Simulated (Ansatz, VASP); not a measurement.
# BP: VASP beside Ansatz

```
CELL_PARAMETERS angstrom
0.00000 2.26832 2.26832
2.26832 0.00000 2.26832
2.26832 2.26832 0.00000
ATOMIC_POSITIONS crystal
B 0.00000 0.00000 0.00000
P 0.25000 0.25000 0.25000
```

Alike in both runs: task single point; functional r2SCAN; k mesh 10 × 10 × 10; no spin polarisation.

|  | VASP | Ansatz |
| --- | --- | --- |
| version | VASP 6.6.1 | Ansatz 0.2.0 |
| potentials or method | VASP PAW PBE potentials, release 64 (B, P) | plane waves, PAW |
| plane-wave cutoff (eV) | 520 | 500 |
| occupations | gaussian, width 0.01 eV | fixed |
| valence electrons in the cell | 8 | 8 |

VASP gave:

* gap on the k mesh at the Fermi level (eV): 1.45
* pressure (GPa): -0.5

Problem. Estimate Ansatz's values.

Solution. gap on the k mesh at the Fermi level (eV): 1.42; pressure (GPa): 0.0.

VASP's potentials were made for PBE, not for r2SCAN.
